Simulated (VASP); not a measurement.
Runs of VASP 6.6.1 on ZrAg3. The structure is that of space group Pm-3m (No. 221), or close to it. The cells are those of the table. 

```csv
level,potentials or basis,cell,smearing,gap on the mesh (eV),pressure (GPa)
LDA,"VASP PAW LDA potentials, release 64 (Zr_sv, Ag)","a = 4.273 Å, 4 atoms",gaussian 0.05 eV,none,(b)
PBE,"VASP PAW PBE potentials, release 64 (Zr_sv, Ag)","a = 4.301 Å, 4 atoms",gaussian 0.05 eV,none,(a)
PBE,"VASP PAW PBE potentials, release 64 (Zr_sv, Ag)","a = 4.273 Å, 4 atoms",gaussian 0.05 eV,none,0.0
PBE,"VASP PAW PBE potentials, release 64 (Zr_sv, Ag)","a = 4.244 Å, 4 atoms",gaussian 0.05 eV,none,2.0
PBE,"VASP PAW PBE potentials, release 64 (Zr_sv, Ag)","a = 4.273 Å, 4 atoms",methfessel-paxton 0.01 eV,none,0.1
```

Alike in all rows: task single point; no spin polarisation; k mesh 8 × 8 × 8; cutoff (eV) 520.

**Question.** Estimate the missing entries.

**Answer.** (a) -1.8; (b) -8.9.

Caveats: the cell stands under tension (at least some runs).

A k mesh can miss the band edges, and the runs leave out spin-orbit coupling on Ag, Zr.

A gap of «none» marks levels without a gap at the run's occupations.
